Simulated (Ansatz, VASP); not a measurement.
# One calculation of BN, two programs

Contents of INCAR:

```
PREC = Accurate ; ENCUT = 520
EDIFF = 1E-6 ; ISMEAR = 0
SIGMA = 0.05 ; LREAL = False
LASPH = True ; NELM = 100
ALGO = Normal ; ISIF = 2
LWAVE = False ; LCHARG = False
NBANDS = 16
```

The input KPOINTS:

```
Automatic mesh
0
Gamma
  12 12 4
```

Contents of POSCAR:

```
BN
1.0
    2.5023528229      0.0000000000      0.0000000000
   -1.2511764115      2.1671011139      0.0000000000
    0.0000000000      0.0000000000      7.1932634248
B N
2 2
Direct
    0.3333333333      0.6666666667      0.2500000000
    0.6666666667      0.3333333333      0.7500000000
    0.3333333333      0.6666666667      0.7500000000
    0.6666666667      0.3333333333      0.2500000000
```

Input for Ansatz:

```yaml
crystal:
  lattice:
    - [2.5023528229, 0.0, 0.0]
    - [-1.2511764115, 2.1671011139, 0.0]
    - [0.0, 0.0, 7.1932634248]
  atoms:
    - { symbol: B, position: [0.3333333333, 0.6666666667, 0.25] }
    - { symbol: B, position: [0.6666666667, 0.3333333333, 0.75] }
    - { symbol: "N", position: [0.3333333333, 0.6666666667, 0.75] }
    - { symbol: "N", position: [0.6666666667, 0.3333333333, 0.25] }
basis:
  ecutwfc: 520.0
kpoints:
  mp_grid: { grid: [12, 12, 4] }
hamiltonian:
  xc: lda
  pseudopotentials: { kind: paw, azcp: { folder: soft_1 } }
scf:
  occupations: { method: gaussian, width: 0.05 }
output:
  forces: true
  stress: true
  eigenvalues: true
  write_density: true
  write_potential: true
  elf: true
  volumetric_format: npy
```

Alike in both runs: task single point; functional LDA; k mesh 12 × 12 × 4; occupations gaussian, width 0.05 eV; no spin polarisation.

```csv
,VASP,Ansatz
version,VASP 6.6.1,Ansatz 0.2.0
potentials or method,"VASP PAW LDA potentials, release 64 (B, N), cutoff 520 eV","scalar-relativistic, plane waves, PAW"
valence electrons in the cell,16,16
```

VASP gave:

| Quantity | Value |
| --- | --- |
| gap on the k mesh at the Fermi level (eV) | 4.20 |
| least direct gap on the mesh (eV) | 4.52 |
| pressure (GPa) | -3.8 |
| traceless stress, the component that is largest in VASP (GPa) | 2.21 |

Task: What did Ansatz give for the same quantities?

Result: gap on the k mesh at the Fermi level (eV): 4.21; least direct gap on the mesh (eV): 4.53; pressure (GPa): -4.3; traceless stress, the component that is largest in VASP (GPa): 2.92.

Ansatz warns that its potentials were made for another functional, while VASP's fit it. LDA's correlation is that of Perdew and Zunger in VASP and of Perdew and Wang (1992) in Ansatz.
